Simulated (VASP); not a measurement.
# Fe3SnSb (P3m1) in VASP: notebook

Runs on Fe3SnSb. Level: PBE. Tasks: single point.

Everything below comes from runs of VASP 6.6.1. Logs are shortened: lines on timing, memory, paths and dates and some standing lists are left out, and cuts for length are marked.

**1. The cell of the first run**

The structure is trigonal, space group P3m1 (No. 156). The conventional cell has a = 4.210 Å, b = 4.210 Å, c = 5.400 Å, α = 90.00°, β = 90.00°, γ = 120.00°. Sb (site symmetry 3m) has 8 Fe at 2.58 to 2.99 Å and 3 Sn at 3.11 Å within 3.4 Å. Sn (site symmetry 3m) has 8 Fe at 2.59 to 2.98 Å and 3 Sb at 3.11 Å within 3.4 Å. Fe (site symmetry 3m) has 6 Fe at 2.57 to 2.59 Å and 3 Sn at 2.98 Å and 3 Sb at 2.99 Å within 3.4 Å. Fe (site symmetry 3m) has 6 Fe at 2.57 to 2.98 Å and 2 Sb at 2.58 to 2.82 Å and 3 Sn at 2.59 Å within 3.4 Å. Fe (site symmetry 3m) has 3 Sb at 2.58 Å and 6 Fe at 2.59 to 2.98 Å and 2 Sn at 2.61 to 2.79 Å within 3.4 Å.

**2. Single point, PBE, collinear spin, ferromagnetic start**

Contents of INCAR:

```
SYSTEM = Fe3SnSb
  PREC = Accurate
  ENCUT = 520
  EDIFF = 1E-6
  ISMEAR = -1
  SIGMA = 0.05
  LREAL = .FALSE.
  LASPH = .TRUE.
  NELM = 150
  ALGO = Normal
  ISIF = 2
  LWAVE = .FALSE.
  LCHARG = .FALSE.
  ISPIN = 2
  MAGMOM = 0 0 3 3 3
  LORBIT = 11
  LMAXMIX = 4
  GGA = PE
  NBANDS = 34
```

Contents of KPOINTS:

```
Automatic mesh
0
G
  7 7 5
  0 0 0
```

Contents of POSCAR:

```
Fe3SnSb
1.0
    4.2103062160      0.0000000000      0.0000000000
   -2.1051531080      3.6462321408      0.0000000000
    0.0000000000      0.0000000000      5.3996451298
Sb Sn Fe
1 1 3
Direct
    0.3333333333      0.6666666667      0.8204750000
    0.0000000000      0.0000000000      0.1786800000
    0.6666666667      0.3333333333      0.4975580000
    0.3333333333      0.6666666667      0.3418710000
    0.0000000000      0.0000000000      0.6614150000
```

Potentials or basis: VASP PAW PBE potentials, release 64 (Sb, Sn_d, Fe).

On the command line:

```
$ cat potpaw_PBE.64/Sb/POTCAR potpaw_PBE.64/Sn_d/POTCAR potpaw_PBE.64/Fe/POTCAR > POTCAR
$ mpirun -np 1 vasp_std > vasp.out
```

OUTCAR:

```text
SYSTEM = Fe3SnSb
   PREC = Accurate
   ENCUT = 520
   EDIFF = 1E-6
   ISMEAR = -1
   LREAL = .FALSE.
   LASPH = .TRUE.
   NELM = 150
   ISIF = 2
   ISPIN = 2
   LORBIT = 11
   GGA = PE

 ion  position               nearest neighbor table
   1  0.333  0.667  0.820-   5 2.58   5 2.58   5 2.58   4 2.58   4 2.82   3 2.99   3 2.99   3 2.99
                             2 3.11   2 3.11   2 3.11
   2  0.000  0.000  0.179-   4 2.59   4 2.59   4 2.59   5 2.61   5 2.79   3 2.98   3 2.98   3 2.98
                             1 3.11   1 3.11   1 3.11
   3  0.667  0.333  0.498-   4 2.57   4 2.57   4 2.57   5 2.59   5 2.59   5 2.59   2 2.98   2 2.98
                             2 2.98   1 2.99   1 2.99   1 2.99
   4  0.333  0.667  0.342-   3 2.57   3 2.57   3 2.57   1 2.58   2 2.59   2 2.59   2 2.59   1 2.82
                             5 2.98   5 2.98   5 2.98
   5  0.000  0.000  0.661-   1 2.58   1 2.58   1 2.58   3 2.59   3 2.59   3 2.59   2 2.61   2 2.79
                             4 2.98   4 2.98   4 2.98

  LATTYP: Found a hexagonal cell.
 ALAT       =     4.2103062160
 C/A-ratio  =     1.2824827584

  Lattice vectors:

 A1 = (   4.2103062160,   0.0000000000,   0.0000000000)
 A2 = (  -2.1051531080,   3.6462321408,   0.0000000000)
 A3 = (   0.0000000000,   0.0000000000,   5.3996451298)

Analysis of symmetry for initial positions (statically):
=====================================================================
 Subroutine PRICEL returns:
 Original cell was already a primitive cell.

 Routine SETGRP: Setting up the symmetry group for a
 hexagonal supercell.

 Subroutine GETGRP returns: Found  6 space group operations
 (whereof  6 operations were pure point group operations)
 out of a pool of 24 trial point group operations.

The static configuration has the point symmetry C_3v.

Analysis of symmetry for dynamics (positions and initial velocities):
=====================================================================
 Subroutine PRICEL returns:
 Original cell was already a primitive cell.

 Routine SETGRP: Setting up the symmetry group for a
 hexagonal supercell.

 Subroutine GETGRP returns: Found  6 space group operations
 (whereof  6 operations were pure point group operations)
 out of a pool of 24 trial point group operations.

The dynamic configuration has the point symmetry C_3v.

Analysis of structural, dynamic, and magnetic symmetry:
=====================================================================
 Subroutine PRICEL returns:
 Original cell was already a primitive cell.

 Routine SETGRP: Setting up the symmetry group for a
 hexagonal supercell.

 Subroutine GETGRP returns: Found  6 space group operations
 (whereof  6 operations were pure point group operations)
 out of a pool of 24 trial point group operations.

The overall configuration has the point symmetry C_3v.

 Subroutine INISYM returns: Found  6 space group operations
 (whereof  6 operations are pure point group operations),
 and found     1 'primitive' translations

----------------------------------------------------------------------------------------

                                     Primitive cell

  volume of cell :      82.8940

  direct lattice vectors                    reciprocal lattice vectors
     4.210306216  0.000000000  0.000000000     0.237512416  0.137127857  0.000000000
    -2.105153108  3.646232141  0.000000000     0.000000000  0.274255714  0.000000000
     0.000000000  0.000000000  5.399645130     0.000000000  0.000000000  0.185197356

  length of vectors
     4.210306216  4.210306216  5.399645130     0.274255714  0.274255714  0.185197356

  position of ions in fractional coordinates (direct lattice)
     0.333333333  0.666666667  0.820475000
     0.000000000  0.000000000  0.178680000
     0.666666667  0.333333333  0.497558000
     0.333333333  0.666666667  0.341871000
     0.000000000  0.000000000  0.661415000

  ion indices of the primitive-cell ions
   primitive index   ion index
                 1           1
                 2           2
                 3           3
                 4           4
                 5           5

----------------------------------------------------------------------------------------

 KPOINTS: Automatic mesh

Automatic generation of k-mesh.
 Grid dimensions read from file:
 generate k-points for:    7    7    5

 Generating k-lattice:

  Cartesian coordinates                     Fractional coordinates (reciprocal lattice)
     0.033930345  0.019589694  0.000000000     0.142857143  0.000000000  0.000000000
     0.000000000  0.039179388  0.000000000     0.000000000  0.142857143  0.000000000
     0.000000000  0.000000000  0.037039471     0.000000000  0.000000000  0.200000000

  Length of vectors
     0.039179388  0.039179388  0.037039471

  Shift w.r.t. Gamma in fractional coordinates (k-lattice)
     0.000000000  0.000000000  0.000000000

 Subroutine IBZKPT returns following result:
 ===========================================

 Found     32 irreducible k-points:

 Following reciprocal coordinates:
            Coordinates               Weight
  0.000000  0.000000  0.000000      1.000000
  0.142857  0.000000  0.000000      6.000000
  0.285714  0.000000  0.000000      6.000000
  0.428571  0.000000  0.000000      6.000000
  0.142857  0.142857  0.000000      6.000000
  0.285714  0.142857  0.000000     12.000000
[... 16 lines left out ...]
  0.000000  0.142857  0.400000      6.000000
  0.285714  0.000000  0.400000      6.000000
 [... further k-points ...]
   k-points           NKPTS =     32   k-points in BZ     NKDIM =     32   number of bands    NBANDS=     34
   number of dos      NEDOS =    301   number of ions     NIONS =      5
   total plane-waves  NPLWV =  40960
   dimension x,y,z NGX =    32 NGY =   32 NGZ =   40
   dimension x,y,z NGXF=    64 NGYF=   64 NGZF=   80
   ions per type =               1   1   3
   NGX,Y,Z   is equivalent  to a cutoff of  12.64, 12.64, 12.32 a.u.
   NGXF,Y,Z  is equivalent  to a cutoff of  25.27, 25.27, 24.63 a.u.
 SYSTEM =  Fe3SnSb
   PREC   = accura    normal or accurate (medium, high low for compatibility)
   ISTART =      0    job   : 0-new  1-cont  2-samecut
   ICHARG =      2    charge: 1-file 2-atom 10-const
   ISPIN  =      2    spin polarized calculation?
   LNONCOLLINEAR =      F non collinear calculations
   LSORBIT =      F    spin-orbit coupling
   LASPH  =      T    aspherical Exc in radial PAW
   ENCUT  =  520.0 eV  38.22 Ry    6.18 a.u.   7.83  7.83 10.04*2*pi/ulx,y,z
   NELM   =    150;   NELMIN=  2; NELMDL= -5     # of ELM steps
   EDIFF  = 0.1E-05   stopping-criterion for ELM
   LREAL  =      F    real-space projection
   EDIFFG = 0.1E-04   stopping-criterion for IOM
   NSW    =      0    number of steps for IOM
   IBRION =     -1    ionic relax: 0-MD 1-quasi-New 2-CG
   NFREE  =      0    steps in history (QN), initial steepest desc. (CG)
   ISIF   =      2    stress and relaxation
   ISYM   =      2    0-nonsym 1-usesym 2-fastsym
   POTIM  = 0.5000    time-step for ionic-motion
   TEBEG  =    0.0;   TEEND  =   0.0 temperature during run
   PSTRESS=    0.0 pullay stress
   NELECT =      43.0000    total number of electrons
   NUPDOWN=      -1.0000    fix difference up-down
   EMIN   =  10.00;   EMAX   =-10.00  energy-range for DOS
   EFERMI =   0.00;   METHOD = LEGACY
   ISMEAR =    -1;   SIGMA  =   0.05  broadening in eV -4-tet -1-fermi 0-gaus
   EFERMI_NEDOS =   21; number of points for ismear=-14 and -15
   IALGO  =     38    algorithm
   IMIX   =      4    mixing-type and parameters
     AMIX     =   0.40;   BMIX     =  1.00
     AMIX_MAG =   1.60;   BMIX_MAG =  1.00
  volume/ion in A,a.u.               =      16.58       111.88
  Fermi-wavevector in a.u.,A,eV,Ry     =   1.315396  2.485738 23.541713  1.730267
  Thomas-Fermi vector in A             =   2.445582
   LORBIT       =     11    0 simple, 1 ext, 2 COOP (PROOUT), +10 PAW based schemes
   GGA     = PE    functional components
   LHFCALC =     F    Hartree Fock is set to
   AEXX    =    0.0000 exact exchange contribution
   IVDW    =     0    specifies the selected vdW correction
   LEPSILON=     F    determine dielectric tensor
   LRPA    =     F    only Hartree local field effects (RPA)
 spin polarized calculation
  energy-cutoff  :      520.00
  volume of cell :       82.89
 maximum number of plane-waves:      2243
 NGX is ok and might be reduce to    32
   NGX = 15   NGY = 15   NGZ = 21

 number of electron      43.0000007 magnetization       5.8442738

 Free energy of the ion-electron system (eV)
  ---------------------------------------------------
  ext. energy  EPLUGINS =         0.00000000
  ---------------------------------------------------
  free energy    TOTEN  =       -31.96968755 eV

  energy without entropy =      -31.93123906  energy(sigma->0) =      -31.95046330

 E-fermi :   8.0538     XC(G=0): -11.6515

 val. band max:        8.0486525028   @ k =   0.2857   0.1429   0.4000
 cond. band min:       8.0569735297   @ k =   0.1429   0.1429   0.0000
 fundamental gap:      0.0083210269
 Fermi energy:         8.0538373013

 spin component 1

 k-point     1 :       0.0000    0.0000    0.0000
  band No.  band energies     occupation
      1     -13.2657      1.00000
      2     -13.2601      1.00000
      3     -13.2601      1.00000
      4     -13.2315      1.00000
      5     -13.2315      1.00000
      6      -3.9527      1.00000
[... 25 lines left out ...]
     32      13.2788      0.00000
     33      15.8755      0.00000

 k-point     2 :       0.1429    0.0000    0.0000
  band No.  band energies     occupation
      1     -13.2645      1.00000
      2     -13.2603      1.00000
      3     -13.2572      1.00000
      4     -13.2336      1.00000
      5     -13.2312      1.00000
      6      -3.7505      1.00000
[... 25 lines left out ...]
     32      14.1363      0.00000
     33      14.6004      0.00000
[... 754 lines left out ...]
     32      13.4773      0.00000
     33      14.2903      0.00000

 k-point    24 :       0.2857    0.0000    0.4000
  band No.  band energies     occupation
      1     -13.2640      1.00000
      2     -13.2510      1.00000
      3     -13.2497      1.00000
      4     -13.2377      1.00000
      5     -13.2295      1.00000
      6      -2.7228      1.00000
[... 25 lines left out ...]
     32      15.0746      0.00000
     33      15.6047      0.00000

 [... further k-points ...]

 spin component 2

 k-point     1 :       0.0000    0.0000    0.0000
  band No.  band energies     occupation
      1     -13.2799      1.00000
      2     -13.2753      1.00000
      3     -13.2753      1.00000
      4     -13.2517      1.00000
      5     -13.2517      1.00000
      6      -3.9562      1.00000
[... 25 lines left out ...]
     32      13.5392      0.00000
     33      16.0864      0.00000

 k-point     2 :       0.1429    0.0000    0.0000
  band No.  band energies     occupation
      1     -13.2789      1.00000
      2     -13.2754      1.00000
      3     -13.2723      1.00000
      4     -13.2537      1.00000
      5     -13.2514      1.00000
      6      -3.7545      1.00000
[... 25 lines left out ...]
     32      14.3968      0.00000
     33      14.9018      0.00000
[... 754 lines left out ...]
     32      14.0233      0.00000
     33      14.5850      0.00000

 k-point    24 :       0.2857    0.0000    0.4000
  band No.  band energies     occupation
      1     -13.2791      1.00000
      2     -13.2661      1.00000
      3     -13.2644      1.00000
      4     -13.2580      1.00000
      5     -13.2498      1.00000
      6      -2.7404      1.00000
[... 25 lines left out ...]
     32      15.1384      0.00000
     33      15.9772      0.00000

 [... further k-points ...]

 [bands above 33 left out]

------------------------ aborting loop because EDIFF is reached ----------------------------------------

  FORCE on cell =-STRESS in cart. coord.  units (eV):
  Direction    XX          YY          ZZ          XY          YZ          ZX
  --------------------------------------------------------------------------------------
  -------------------------------------------------------------------------------------
  Total        0.1891514      0.1891514      0.5267440      0.0000000      0.0000000      0.0000000
  in kB        3.6559222      3.6559222     10.1809180      0.0000000      0.0000000      0.0000000
  external PRESSURE =       5.8309208 kB  Pullay stress =       0.0000000 kB

 VOLUME and BASIS-vectors are now :
 -----------------------------------------------------------------------------
  energy-cutoff  :      520.00
  volume of cell :       82.89
      direct lattice vectors                 reciprocal lattice vectors
     4.210306216  0.000000000  0.000000000     0.237512416  0.137127857  0.000000000
    -2.105153108  3.646232141  0.000000000     0.000000000  0.274255714  0.000000000
     0.000000000  0.000000000  5.399645130     0.000000000  0.000000000  0.185197356

 POSITION                                       TOTAL-FORCE (eV/Angst)
 -----------------------------------------------------------------------------------
     -0.00000      2.43082      4.43027        -0.000000     -0.000000      0.009233
      0.00000      0.00000      0.96481         0.000000     -0.000000     -0.016630
      2.10515      1.21541      2.68664         0.000000     -0.000000      0.005141
     -0.00000      2.43082      1.84598        -0.000000     -0.000000     -0.002661
      0.00000      0.00000      3.57141        -0.000000      0.000000      0.004918
 -----------------------------------------------------------------------------------
    total drift:                               -0.000000      0.000000     -0.000371

  FREE ENERGIE OF THE ION-ELECTRON SYSTEM (eV)
  ---------------------------------------------------
  free  energy   TOTEN  =       -31.9696875480 eV

  energy  without entropy=      -31.9312390558  energy(sigma->0) =      -31.95046330

 total charge

# of ion       s       p       d       tot
------------------------------------------
    1        1.104   1.270   0.092   2.466
    2        1.127   1.249  10.061  12.437
    3        0.405   0.400   6.179   6.984
    4        0.408   0.452   6.404   7.264
    5        0.400   0.461   6.420   7.280
--------------------------------------------------
tot          3.443   3.833  29.155  36.431

 magnetization (x)

# of ion       s       p       d       tot
------------------------------------------
    1        0.008  -0.045  -0.006  -0.043
    2       -0.002  -0.087  -0.002  -0.090
    3        0.008  -0.006   2.670   2.671
    4        0.004   0.003   1.777   1.783
    5        0.004  -0.000   1.559   1.563
--------------------------------------------------
tot          0.021  -0.135   5.998   5.885
```

It took 7.2 min on 1 thread of Oxide Virtual Turin-like, shared host; peak memory 0.28 GiB.

What came out:

- Free energy: -31.9697 eV
- Pressure: 0.6 GPa
- Largest force: 0.017 eV/Å
- Net moment: 5.84 μB per cell
- Site moments: Sb -0.04; Sn -0.09; Fe +2.67, +1.78, +1.56 μB
- Valence electrons inside the program's atomic spheres: Sb 2.47; Sn 12.44; Fe 6.98, 7.26, 7.28

Forces on the atoms (eV/Å):
```
Sb   0.000  0.000  0.009
Sn   0.000  0.000 -0.017
Fe   0.000  0.000  0.005
Fe   0.000  0.000 -0.003
Fe   0.000  0.000  0.005
```

Stress tensor (GPa, compression positive):
```
0.37 0.00 0.00
0.00 0.37 0.00
0.00 0.00 1.02
```

Caveat: spin-orbit coupling is left out, which moves the levels of the heavy elements; only a ferromagnetic start was run, and an antiferromagnetic order may lie lower in energy.

**3. Single point, PBE, collinear spin, ferromagnetic start**

This run uses another cell than the first one, of 16.91 Å³/atom.

Contents of INCAR:

```
ALGO = Normal ; EDIFF = 1E-7
ENCUT = 520 ; GGA = PE
ISIF = 2 ; ISMEAR = -1
ISPIN = 2 ; LASPH = True
LCHARG = False ; LMAXMIX = 4
LORBIT = 11 ; LREAL = False
LWAVE = False ; MAGMOM = 0 0 3 3 3
NBANDS = 34 ; NELM = 150
PREC = Accurate ; SIGMA = 0.05
```

Contents of KPOINTS:

```
k-points
0
Gamma
  7 7 5
```

Edit POSCAR of step 2 so:

```diff
@@ -2,5 +2,5 @@
 1.0
-    4.2103062160      0.0000000000      0.0000000000
-   -2.1051531080      3.6462321408      0.0000000000
-    0.0000000000      0.0000000000      5.3996451298
+    4.2381898512      0.0000000000      0.0000000000
+   -2.1190949256      3.6703800773      0.0000000000
+    0.0000000000      0.0000000000      5.4354054112
 Sb Sn Fe
```

Potentials or basis: VASP PAW PBE potentials, release 64 (Sb, Sn_d, Fe).

On the command line:

```
$ cat potpaw_PBE.64/Sb/POTCAR potpaw_PBE.64/Sn_d/POTCAR potpaw_PBE.64/Fe/POTCAR > POTCAR
$ mpirun -np 1 vasp_std > vasp.out
```

It took 5.2 min on 1 thread of Oxide Virtual Turin-like, shared host; peak memory 0.28 GiB.

It converged, with:

```yaml
Free_energy: -31.9653 eV
Pressure: -1.5 GPa
Largest_force: 0.082 eV/Å
Net_moment: 5.98 μB per cell
Site_moments: Sb -0.04; Sn -0.09; Fe +2.69, +1.84, +1.64 μB
Valence_electrons_inside_the_program's_atomic_spheres: Sb 2.45; Sn 12.41; Fe 6.96, 7.22, 7.24
```

Forces on the atoms (eV/Å):
```
Sb   0.000  0.000 -0.082
Sn   0.000  0.000  0.068
Fe   0.000  0.000  0.008
Fe   0.000  0.000  0.011
Fe   0.000  0.000 -0.005
```

Stress tensor (GPa, compression positive):
```
-1.68  0.00  0.00
 0.00 -1.68  0.00
 0.00  0.00 -0.99
```

Levels at points of the mesh, in eV from the Fermi level:
Spin up:
| k point | band 23 | band 24 | band 25 | band 26 | band 27 | band 28 |
| --- | --- | --- | --- | --- | --- | --- |
| (0.00, 0.00, 0.00) | -1.13 | 1.32 | 1.35 | 1.35 | 3.33 | 3.33 |
Spin down:
```csv
k point,band 15,band 16,band 17,band 18,band 19,band 20,band 21,band 22
"(0.00, 0.00, 0.00)",-0.60,-0.60,-0.40,-0.17,0.35,0.35,0.73,1.23
```

Caveat: spin-orbit coupling is left out, which moves the levels of the heavy elements; only a ferromagnetic start was run, and an antiferromagnetic order may lie lower in energy.
